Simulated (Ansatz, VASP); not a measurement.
**MgS in VASP and in Ansatz**

```
CELL_PARAMETERS angstrom
0.00000 2.61486 2.61486
2.61486 0.00000 2.61486
2.61486 2.61486 0.00000
ATOMIC_POSITIONS crystal
Mg 0.00000 0.00000 0.00000
S 0.50000 0.50000 0.50000
```

Alike in both runs: task single point; functional PBE; k mesh 8 × 8 × 8; occupations gaussian, width 0.02 eV; no spin polarisation.

|  | VASP | Ansatz |
| --- | --- | --- |
| version | VASP 6.6.1 | Ansatz 0.2.0 |
| potentials or method | VASP PAW PBE potentials, release 64 (Mg, S), cutoff 520 eV | scalar-relativistic, plane waves, PAW |
| valence electrons in the cell | 8 | 16 |

```tsv
	VASP	Ansatz	Ansatz less VASP
gap on the k mesh at the Fermi level (eV)	2.74	2.76	+0.015
least direct gap on the mesh (eV)	3.59	3.60	+0.012
```

VASP's potentials hold 8 valence electrons a cell and Ansatz's 16, so a difference there can come from the potentials and not from the codes.
